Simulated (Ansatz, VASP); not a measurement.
## Na: VASP beside Ansatz

```
Na
1.0
    -1.73017    1.73017    3.14136
     1.73017   -1.73017    3.14136
     1.73017    1.73017   -3.14136
Na
1
Direct
  0.00000 0.00000 0.00000
```

Alike in both runs: task single point; functional LDA; k mesh 20 × 20 × 20; occupations gaussian, width 0.15 eV; no spin polarisation.

|  | VASP | Ansatz |
| --- | --- | --- |
| version | VASP 6.6.1 | Ansatz 0.2.0 |
| potentials or method | VASP PAW LDA potentials, release 64 (Na_pv), cutoff 520 eV | scalar-relativistic, plane waves, PAW |
| valence electrons in the cell | 7 | 9 |

VASP gave:

| Property | Result |
| --- | --- |
| gap on the k mesh at the Fermi level (eV) | none |
| pressure (GPa) | -0.9 |
| traceless stress, the component that is largest in VASP (GPa) | -0.90 |

Problem. What did Ansatz give for the same quantities?

Solution. gap on the k mesh at the Fermi level (eV): none; pressure (GPa): -0.8; traceless stress, the component that is largest in VASP (GPa): -0.90.

LDA's correlation is that of Perdew and Zunger in VASP and of Perdew and Wang (1992) in Ansatz. A gap of «none» marks a metal or a gap that the smearing closes. VASP's potentials hold 7 valence electrons a cell and Ansatz's 9, so a difference there can come from the potentials and not from the codes.
